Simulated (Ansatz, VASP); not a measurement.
# One calculation of TaSiF, two programs

File INCAR:

```
SYSTEM = TaSiF
ALGO     = Normal         ! electronic algorithm
EDIFF    = 1E-6           ! SCF threshold, eV
ENCUT    = 520            ! plane-wave cutoff, eV
GGA      = PE             ! functional
ISIF     = 2              ! what is computed and relaxed
ISMEAR   = 0              ! smearing method
LASPH    = .True.         ! aspherical terms in the spheres
LCHARG   = .False.        ! write CHGCAR
LREAL    = .False.        ! projectors in reciprocal space
LWAVE    = .False.        ! write WAVECAR
NBANDS   = 18             ! bands
NELM     = 100            ! most SCF steps
PREC     = Accurate       ! precision mode
SIGMA    = 0.1            ! smearing width, eV
```

KPOINTS

```
k-points
0
Gamma
  4 4 6
  0 0 0
```

The input POSCAR:

```
TaSiF
1.0
    4.0871685300      0.0000000000      0.0000000000
    0.0000000000      4.0871685300      0.0000000000
    0.0000000000      0.0000000000      2.9025694700
Ta Si F
1 1 1
Direct
    0.5000000000      0.5000000000      0.0877364800
    0.0000000000      0.0000000000      0.1107625800
    0.5000000000      0.5000000000      0.6019651300
```

Input for Ansatz:

```yaml
crystal:
  lattice:
    - [4.08716853, 0.0, 0.0]
    - [0.0, 4.08716853, 0.0]
    - [0.0, 0.0, 2.90256947]
  atoms:
    - { symbol: Ta, position: [0.5, 0.5, 0.08773648] }
    - { symbol: Si, position: [0.0, 0.0, 0.11076258] }
    - { symbol: F, position: [0.5, 0.5, 0.60196513] }
basis:
  ecutwfc: 420
kpoints:
  mp_grid: { grid: [4, 4, 6] }
hamiltonian:
  xc: pbe
scf:
  occupations: { method: gaussian, width: 0.1 }
  lower_state_search: "off"
output:
  forces: true
  stress: true
  eigenvalues: true
```

Alike in both runs: task single point; functional PBE; k mesh 4 × 4 × 6; occupations gaussian, width 0.1 eV; no spin polarisation.

|  | VASP | Ansatz |
| --- | --- | --- |
| version | VASP 6.6.1 | Ansatz 0.2.0 |
| potentials or method | VASP PAW PBE potentials, release 64 (Ta_pv, Si, F), cutoff 520 eV | scalar-relativistic, plane waves, PAW |
| valence electrons in the cell | 22 | 24 |

```csv
,VASP,Ansatz,Ansatz less VASP
gap on the k mesh at the Fermi level (eV),none,none,-
rms of the force components (eV/Å),9.298,6.907,-2.3906
```

Atom by atom the forces differ by 2.391 eV/Å (rms over components). A gap of «none» marks a metal or a gap that the smearing closes. With one functional, cell and mesh, what is left measures potentials, basis and numerics. VASP's potentials hold 22 valence electrons a cell and Ansatz's 24, so a difference there can come from the potentials and not from the codes.

The k mesh is coarse, so the values compare programs but aren't converged. Spin-orbit coupling is off throughout.
